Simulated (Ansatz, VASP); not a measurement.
BP: VASP beside Ansatz

```
B P
1.0
     2.25409    2.25409    0.00000
    -2.25409    2.25409    0.00000
     0.00000    0.00000    4.58800
B P
2 2
Direct
  0.00000 0.00000 0.00000
  0.50000 0.50000 0.50000
  0.50000 0.00000 0.75000
  0.00000 0.50000 0.25000
```

Alike in both runs: task single point; functional PBEsol; k mesh 8 × 8 × 6; occupations gaussian, width 0.02 eV; no spin polarisation.

|  | VASP | Ansatz |
| --- | --- | --- |
| version | VASP 6.6.1 | Ansatz 0.2.0 |
| potentials or method | VASP PAW PBE potentials, release 64 (B, P), cutoff 520 eV | scalar-relativistic, plane waves, PAW |
| valence electrons in the cell | 16 | 16 |

```tsv
	VASP	Ansatz	Ansatz less VASP
gap on the k mesh at the Fermi level (eV)	1.03	1.03	+0.004
least direct gap on the mesh (eV)	1.29	1.30	+0.002
pressure (GPa)	-1.5	-1.6	-0.10
traceless stress, the component that is largest in VASP (GPa)	-3.19	-3.19	0.000
```

VASP's potentials were made for PBE, not for PBEsol.
